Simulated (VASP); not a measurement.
# Ce (Fm-3m) in VASP: notebook

The runs below take Ce through single point, with PBE.

Everything below comes from runs of VASP 6.6.1. Logs are shortened: lines on timing, memory, paths and dates and some standing lists are left out, and cuts for length are marked.

### Step 1. The cell of the first run

It takes space group Fm-3m (No. 225, cubic). Conventional cell: a = 5.160 Å, b = 5.160 Å, c = 5.160 Å, α = 90.00°, β = 90.00°, γ = 90.00°. Ce (site symmetry m-3m) has 12 Ce at 3.65 Å within 4.8 Å.

### Step 2. Single point, PBE, collinear spin, ferromagnetic start

INCAR reads:

```
SYSTEM = Ce
ALGO = Normal
EDIFF = 1E-6
ENCUT = 520
GGA = PE
ISIF = 2
ISMEAR = 0
ISPIN = 2
LASPH = .True.
LCHARG = .False.
LMAXMIX = 6
LORBIT = 11
LREAL = .False.
LWAVE = .False.
MAGMOM = 1
NBANDS = 16
NELM = 150
PREC = Accurate
SIGMA = 0.05
```

KPOINTS reads:

```
k-points
0
Gamma
  14 14 14
  0 0 0
```

POSCAR reads:

```
Ce
1.0
    0.0000000000      2.5800000000      2.5800000000
    2.5800000000      0.0000000000      2.5800000000
    2.5800000000      2.5800000000      0.0000000000
Ce
1
Direct
    0.0000000000      0.0000000000      0.0000000000
```

Potentials or basis: VASP PAW PBE potentials, release 64 (Ce).

Run with:

```bash
> cat potpaw_PBE.64/Ce/POTCAR > POTCAR
> mpirun -np 1 vasp_std > vasp.out
```

OUTCAR:

```text
SYSTEM = Ce
   EDIFF = 1E-6
   ENCUT = 520
   GGA = PE
   ISIF = 2
   ISMEAR = 0
   ISPIN = 2
   LASPH = .True.
   LORBIT = 11
   LREAL = .False.
   NELM = 150
   PREC = Accurate

 ion  position               nearest neighbor table
   1  0.000  0.000  0.000-

  LATTYP: Found a face centered cubic cell.
 ALAT       =     5.1600000000

  Lattice vectors:

 A1 = (   0.0000000000,   2.5800000000,   2.5800000000)
 A2 = (   2.5800000000,   0.0000000000,   2.5800000000)
 A3 = (   2.5800000000,   2.5800000000,   0.0000000000)

Analysis of symmetry for initial positions (statically):
=====================================================================
 Subroutine PRICEL returns:
 Original cell was already a primitive cell.

 Routine SETGRP: Setting up the symmetry group for a
 face centered cubic supercell.

 Subroutine GETGRP returns: Found 48 space group operations
 (whereof 48 operations were pure point group operations)
 out of a pool of 48 trial point group operations.

The static configuration has the point symmetry O_h .

Analysis of symmetry for dynamics (positions and initial velocities):
=====================================================================
 Subroutine PRICEL returns:
 Original cell was already a primitive cell.

 Routine SETGRP: Setting up the symmetry group for a
 face centered cubic supercell.

 Subroutine GETGRP returns: Found 48 space group operations
 (whereof 48 operations were pure point group operations)
 out of a pool of 48 trial point group operations.

The dynamic configuration has the point symmetry O_h .

Analysis of structural, dynamic, and magnetic symmetry:
=====================================================================
 Subroutine PRICEL returns:
 Original cell was already a primitive cell.

 Routine SETGRP: Setting up the symmetry group for a
 face centered cubic supercell.

 Subroutine GETGRP returns: Found 48 space group operations
 (whereof 48 operations were pure point group operations)
 out of a pool of 48 trial point group operations.

The overall configuration has the point symmetry O_h .

 Subroutine INISYM returns: Found 48 space group operations
 (whereof 48 operations are pure point group operations),
 and found     1 'primitive' translations

----------------------------------------------------------------------------------------

                                     Primitive cell

  volume of cell :      34.3470

  direct lattice vectors                    reciprocal lattice vectors
     0.000000000  2.580000000  2.580000000    -0.193798450  0.193798450  0.193798450
[... 104 lines left out ...]
     AMIX_MAG =   1.60;   BMIX_MAG =  1.00
  volume/ion in A,a.u.               =      34.35       231.79
  Fermi-wavevector in a.u.,A,eV,Ry     =   1.153025  2.178902 18.088505  1.329468
  Thomas-Fermi vector in A             =   2.289672
   LORBIT       =     11    0 simple, 1 ext, 2 COOP (PROOUT), +10 PAW based schemes
   GGA     = PE    functional components
   LHFCALC =     F    Hartree Fock is set to
   AEXX    =    0.0000 exact exchange contribution
   IVDW    =     0    specifies the selected vdW correction
   LEPSILON=     F    determine dielectric tensor
   LRPA    =     F    only Hartree local field effects (RPA)
 spin polarized calculation
 Gauss-broadening in eV      SIGMA  =   0.05
  energy-cutoff  :      520.00
  volume of cell :       34.35
 maximum number of plane-waves:       944
   NGX = 13   NGY = 13   NGZ = 13

 number of electron      12.0000000 magnetization       0.2436005

 Free energy of the ion-electron system (eV)
  ---------------------------------------------------
  ext. energy  EPLUGINS =         0.00000000
  ---------------------------------------------------
  free energy    TOTEN  =        -5.74673119 eV

  energy without entropy =       -5.74172062  energy(sigma->0) =       -5.74422590

 E-fermi :   6.8091     XC(G=0): -10.0682

 val. band max:        6.8082814934   @ k =  -0.3571   0.3571   0.0714
 cond. band min:       6.8167508347   @ k =   0.2857   0.1429   0.0000
 fundamental gap:      0.0084693413
 Fermi energy:         6.8091168149

 spin component 1

 k-point     1 :       0.0000    0.0000    0.0000
  band No.  band energies     occupation
      1     -27.9298      1.00000
      2      -9.9194      1.00000
      3      -9.9194      1.00000
      4      -9.9194      1.00000
      5       3.5509      1.00000
      6       6.6823      0.99983
[... 435 lines left out ...]
      5       5.2776      1.00000
      6       6.4435      1.00000
[... 8 lines left out ...]
     15       9.5127      0.00000
     16      10.6171      0.00000

 [... further k-points ...]

 spin component 2

 k-point     1 :       0.0000    0.0000    0.0000
  band No.  band energies     occupation
      1     -27.8249      1.00000
      2      -9.8336      1.00000
      3      -9.8336      1.00000
      4      -9.8336      1.00000
      5       3.5950      1.00000
      6       6.8501      0.12319
[... 435 lines left out ...]
      5       5.3235      1.00000
      6       6.5519      1.00000
[... 8 lines left out ...]
     15       9.5629      0.00000
     16      10.6701      0.00000

 [... further k-points ...]

------------------------ aborting loop because EDIFF is reached ----------------------------------------

  FORCE on cell =-STRESS in cart. coord.  units (eV):
  Direction    XX          YY          ZZ          XY          YZ          ZX
  --------------------------------------------------------------------------------------
  -------------------------------------------------------------------------------------
  Total       -1.3041617     -1.3041617     -1.3041617      0.0000000      0.0000000      0.0000000
  in kB      -60.8349157    -60.8349157    -60.8349157      0.0000000      0.0000000      0.0000000
  external PRESSURE =     -60.8349157 kB  Pullay stress =       0.0000000 kB

 VOLUME and BASIS-vectors are now :
 -----------------------------------------------------------------------------
  energy-cutoff  :      520.00
  volume of cell :       34.35
      direct lattice vectors                 reciprocal lattice vectors
     0.000000000  2.580000000  2.580000000    -0.193798450  0.193798450  0.193798450
     2.580000000  0.000000000  2.580000000     0.193798450 -0.193798450  0.193798450
     2.580000000  2.580000000  0.000000000     0.193798450  0.193798450 -0.193798450

 POSITION                                       TOTAL-FORCE (eV/Angst)
 -----------------------------------------------------------------------------------
      0.00000      0.00000      0.00000         0.000000      0.000000      0.000000
 -----------------------------------------------------------------------------------
    total drift:                               -0.000000      0.000000      0.000000

  FREE ENERGIE OF THE ION-ELECTRON SYSTEM (eV)
  ---------------------------------------------------
  free  energy   TOTEN  =        -5.7467311885 eV

  energy  without entropy=       -5.7417206154  energy(sigma->0) =       -5.74422590

 total charge

# of ion       s       p       d       f       tot
--------------------------------------------------
    1        2.087   5.609   0.966   0.992   9.655

 magnetization (x)

# of ion       s       p       d       f       tot
--------------------------------------------------
    1        0.001  -0.000   0.003   0.217   0.221
```

It took 92 s on 1 thread of Intel Xeon Platinum 8488C (Sapphire Rapids), shared host; peak memory 0.25 GiB.

What came out:

* Free energy: -5.7467 eV
* Pressure: -6.1 GPa
* Net moment: 0.24 μB per cell
* Site moments: Ce +0.22 μB
* Valence electrons inside the program's atomic spheres: Ce 9.65

Caveat: the magnetic or orbital state may not be the lowest; the cell stands under tension; spin-orbit coupling is left out, which moves the levels of the heavy elements; semilocal functionals describe open f shells poorly, which spoils levels, moments and volumes.

### Step 3. Single point, PBE, collinear spin

This run uses another cell than the first one, of 26.39 Å³/atom.

INCAR reads:

```
  ALGO = Normal
  EDIFF = 1E-6
  ENCUT = 520
  GGA = PE
  ISIF = 2
  ISMEAR = 0
  ISPIN = 2
  LASPH = T
  LCHARG = T
  LELF = T
  LMAXMIX = 6
  LORBIT = 11
  LREAL = F
  LVHAR = T
  LWAVE = F
  MAGMOM = 0.05
  NBANDS = 16
  NELM = 150
  PREC = Accurate
  SIGMA = 0.05
```

KPOINTS reads:

```
k-points
0
Gamma
  14 14 14
```

POSCAR reads:

```
Ce
1.0
    0.0000000000      2.3629973597      2.3629973597
    2.3629973597      0.0000000000      2.3629973597
    2.3629973597      2.3629973597      0.0000000000
Ce
1
Direct
    0.0000000000      0.0000000000      0.0000000000
```

Potentials or basis: VASP PAW PBE potentials, release 64 (Ce).

Run with:

```bash
> cat potpaw_PBE.64/Ce/POTCAR > POTCAR
> mpirun -np 1 vasp_std > vasp.out
```

Wall time 95 s (1 thread of Intel Xeon Platinum 8488C (Sapphire Rapids), shared host); peak memory 0.23 GiB.

It converged, with:

* Free energy: -5.9276 eV
* Pressure: 0.0 GPa
* Band gap on the k mesh: zero (filled and empty bands overlap)
* Net moment: 0.00 μB per cell
* Valence electrons inside the program's atomic spheres: Ce 9.93

Levels at points of the mesh, in eV from the Fermi level:
Spin up:
| k point | band 2 | band 3 | band 4 | band 5 | band 6 | band 7 | band 8 | band 9 | band 10 | band 11 |
| --- | --- | --- | --- | --- | --- | --- | --- | --- | --- | --- |
| (0.00, 0.00, 0.00) | -15.92 | -15.92 | -15.92 | -2.87 | -0.22 | 0.38 | 0.38 | 0.38 | 1.14 | 1.14 |
| (0.50, 0.00, 0.00) | -18.80 | -16.29 | -16.29 | -2.07 | -0.12 | 0.46 | 0.46 | 0.74 | 0.96 | 0.96 |
| (0.50, 0.50, 0.00) | -18.59 | -16.96 | -16.96 | -2.87 | -2.22 | 0.52 | 0.62 | 0.62 | 0.68 | 0.85 |
Spin down:
```tsv
k point	band 2	band 3	band 4	band 5	band 6	band 7	band 8	band 9	band 10	band 11
(0.00, 0.00, 0.00)	-15.92	-15.92	-15.92	-2.87	-0.22	0.38	0.38	0.38	1.14	1.14
(0.50, 0.00, 0.00)	-18.80	-16.29	-16.29	-2.07	-0.12	0.46	0.46	0.74	0.96	0.96
(0.50, 0.50, 0.00)	-18.59	-16.96	-16.96	-2.87	-2.22	0.52	0.62	0.62	0.68	0.85
```

Caveat: the magnetic or orbital state may not be the lowest; spin-orbit coupling is left out, which moves the levels of the heavy elements; semilocal functionals describe open f shells poorly, which spoils levels, moments and volumes.

### Step 4. Single point, PBE, collinear spin, antiferromagnetic start

This run uses another cell than the first one: it holds 2 atoms, not 1.

INCAR reads:

```
PREC = Accurate
ENCUT = 520
EDIFF = 1E-7
ISMEAR = 0
SIGMA = 0.05
LREAL = F
LASPH = T
NELM = 150
ALGO = Normal
ISIF = 2
LWAVE = F
LCHARG = F
ISPIN = 2
MAGMOM = 1 -1
LORBIT = 11
LMAXMIX = 6
GGA = PE
NBANDS = 23
```

KPOINTS reads:

```
regular mesh
0
Gamma
  14 14 7
```

POSCAR reads:

```
Ce
1.0
    0.0000000000      2.3629973597      2.3629973597
    2.3629973597      0.0000000000      2.3629973597
    4.7259947194      4.7259947194      0.0000000000
Ce
2
Direct
    0.0000000000      0.0000000000      0.0000000000
    0.0000000000      0.0000000000      0.5000000000
```

Run with:

```bash
> cat potpaw_PBE.64/Ce/POTCAR > POTCAR
> mpirun -np 1 vasp_std > vasp.out
```

Wall time 12 min (1 thread of Intel Xeon Platinum 8488C (Sapphire Rapids), shared host); peak memory 0.42 GiB.

Results (log left out):

* Free energy: -11.8552 eV
* Pressure: -0.2 GPa
* Band gap on the k mesh: zero (filled and empty bands overlap)
* Net moment: 0.00 μB per cell
* Valence electrons inside the program's atomic spheres: Ce 9.93

Levels at points of the mesh, in eV from the Fermi level:
Spin up:
| k point | band 10 | band 11 | band 12 | band 13 | band 14 | band 15 |
| --- | --- | --- | --- | --- | --- | --- |
| (0.00, 0.00, 0.00) | -2.07 | -0.22 | -0.12 | 0.38 | 0.38 | 0.38 |
| (0.50, 0.00, 0.00) | -2.22 | -2.07 | -0.12 | 0.46 | 0.46 | 0.52 |
Spin down:
```csv
k point,band 8,band 9,band 10,band 11,band 12,band 13,band 14,band 15,band 16,band 17
"(0.00, 0.00, 0.00)",-15.92,-2.87,-2.07,-0.22,-0.12,0.38,0.38,0.38,0.46,0.46
"(0.50, 0.00, 0.00)",-16.29,-2.87,-2.22,-2.07,-0.12,0.46,0.46,0.52,0.62,0.62
```

Caveat: the magnetic or orbital state may not be the lowest; spin-orbit coupling is left out, which moves the levels of the heavy elements; semilocal functionals describe open f shells poorly, which spoils levels, moments and volumes.

### Step 5. The runs side by side

| spin | cell | k mesh | gap on the mesh (eV) | pressure (GPa) | moment (μB) |
| --- | --- | --- | --- | --- | --- |
| collinear, ferromagnetic start | a = 3.649 Å, angles 60.0°, 1 atom, atomic positions A | 14 × 14 × 14 | none | -6.1 | 0.24 |
| collinear | a = 3.342 Å, angles 60.0°, 1 atom, atomic positions A | 14 × 14 × 14 | none | 0.0 | 0.00 |
| collinear, antiferromagnetic start | a = 3.342, b = 3.342, c = 6.684 Å, angles 60.0°, 2 atoms, atomic positions B | 14 × 14 × 7 | none | -0.2 | 0.00 |

Alike in all rows: task single point; level PBE; potentials or basis VASP PAW PBE potentials, release 64 (Ce); cutoff (eV) 520; smearing gaussian 0.05 eV.

Caveats: the magnetic or orbital state may not be the lowest; spin-orbit coupling is left out, which moves the levels of the heavy elements; semilocal functionals describe open f shells poorly, which spoils levels, moments and volumes; the cell stands under tension (at least some runs).

Total energies depend on the potentials used, so only differences within one code and one set of settings carry meaning.
